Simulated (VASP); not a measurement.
**BeS: single point with PBE**

The system is BeS.

```
CELL_PARAMETERS angstrom
7.44866 0.00000 0.00000
0.00000 7.44866 0.00000
0.00000 0.00000 3.55727
ATOMIC_POSITIONS crystal
Be 0.69131 0.62250 0.00000
Be 0.87750 0.80869 0.50000
Be 0.30869 0.37750 0.00000
Be 0.12250 0.19131 0.50000
Be 0.62250 0.30869 0.50000
Be 0.80869 0.12250 0.00000
Be 0.37750 0.69131 0.50000
Be 0.19131 0.87750 0.00000
S 0.12250 0.80869 0.50000
S 0.30869 0.62250 0.00000
S 0.87750 0.19131 0.50000
S 0.69131 0.37750 0.00000
S 0.19131 0.12250 0.00000
S 0.37750 0.30869 0.50000
S 0.80869 0.87750 0.00000
S 0.62250 0.69131 0.50000
```

The cell was built from a structure type or drawn by symmetry, and may not be a known phase.

```json
{
  "Program": "VASP 6.6.1",
  "Task": "single point",
  "Functional": "PBE",
  "Potentials or basis": "VASP PAW PBE potentials, release 64 (Be, S)",
  "Cutoff": "520 eV",
  "k mesh": "4 × 4 × 6",
  "Occupations": "gaussian, width 0.1 eV",
  "Spin": "no spin polarisation",
  "Dipole correction": "no",
  "Further INCAR settings": "LREAL = Auto; ALGO = Normal; EDIFF = 1e-06; NBANDS = 46"
}
```

```yaml
Pressure: 50.2 GPa
Largest_force: 1.156 eV/Å
Band_gap_on_the_k_mesh: zero (bands 32 and 33 overlap by 0.19 eV)
```

Forces in eV/Å, atoms in the order of the input:
```
Be   0.127  1.149  0.000
Be  -1.149 -0.127  0.000
Be  -0.127 -1.149  0.000
Be   1.149  0.127  0.000
Be   1.149 -0.127  0.000
Be  -0.127  1.149  0.000
Be  -1.149  0.127  0.000
Be   0.127 -1.149  0.000
S    0.097 -0.154  0.000
S   -0.154  0.097  0.000
S   -0.097  0.154  0.000
S    0.154 -0.097  0.000
S    0.154  0.097  0.000
S   -0.097 -0.154  0.000
S   -0.154 -0.097  0.000
S    0.097  0.154  0.000
```

Stress tensor (GPa, compression positive):
```
44.70  0.00  0.00
 0.00 44.70  0.00
 0.00  0.00 61.08
```

Levels at points of the mesh, in eV from the Fermi level:
```tsv
k point	band 30	band 31	band 32	band 33	band 34	band 35
(0.00, 0.00, 0.00)	-1.71	-1.51	-0.74	-0.23	0.49	1.75
(0.50, 0.00, 0.00)	-2.06	-1.13	-1.13	0.68	0.68	1.33
(0.50, 0.50, 0.00)	-1.80	-1.04	-1.04	0.69	0.69	1.64
(0.00, 0.00, 0.50)	-1.26	-0.04	-0.04	1.77	1.77	2.46
(0.50, 0.00, 0.50)	-0.82	-0.50	-0.50	1.91	1.91	2.79
(0.50, 0.50, 0.50)	-1.66	-1.66	-1.66	2.69	2.69	2.69
```

Run time: 3.2 min on 1 thread of AMD EPYC 9R45 96-Core Processor (Zen 5) (shared host), peak memory 0.32 GiB.

Caveat: the cell stands under pressure; semilocal functionals underestimate gaps, so a narrow gap can read as zero; forces of over 1 eV/Å act on the atoms, so gaps and moduli don't describe the material at rest.
